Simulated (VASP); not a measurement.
Input of a VASP 6.6.1 run:

INCAR

```
SYSTEM = GaP
PREC = Accurate
ENCUT = 520
EDIFF = 1E-6
ISMEAR = 0
SIGMA = 0.05
LREAL = .False.
LASPH = .True.
NELM = 60
ALGO = Normal
ISIF = 2
LWAVE = .False.
LCHARG = .False.
GGA = PE
NBANDS = 16
```

File KPOINTS:

```
Automatic mesh
0
Gamma
  8 8 8
  0 0 0
```

Contents of POSCAR:

```
GaP
1.0
    0.0000000000      2.8342600000      2.9432700000
    2.8342600000      0.0000000000      2.9432700000
    2.8342600000      2.8342600000      0.0000000000
Ga P
1 1
Direct
    0.0000000000      0.0000000000      0.0000000000
    0.7500000000      0.7500000000      0.7500000000
```

Potentials or basis: VASP PAW PBE potentials, release 64 (Ga_d, P).

Run with:

```bash
$ cat potpaw_PBE.64/Ga_d/POTCAR potpaw_PBE.64/P/POTCAR > POTCAR
$ mpirun -np 1 vasp_std > vasp.out
```

Problem. What does it give for the band gap on the k mesh?

Solution. 0.52 eV.

Problem. Predict the pressure.

Solution. -7.2 GPa.

Stress tensor (GPa, compression positive):
```
-6.31  0.00  0.00
 0.00 -6.31  0.00
 0.00  0.00 -9.04
```

Caveat: the cell differs from its parent crystal (strain +0.040 along x and y, +0.080 along z); the cell stands under tension.
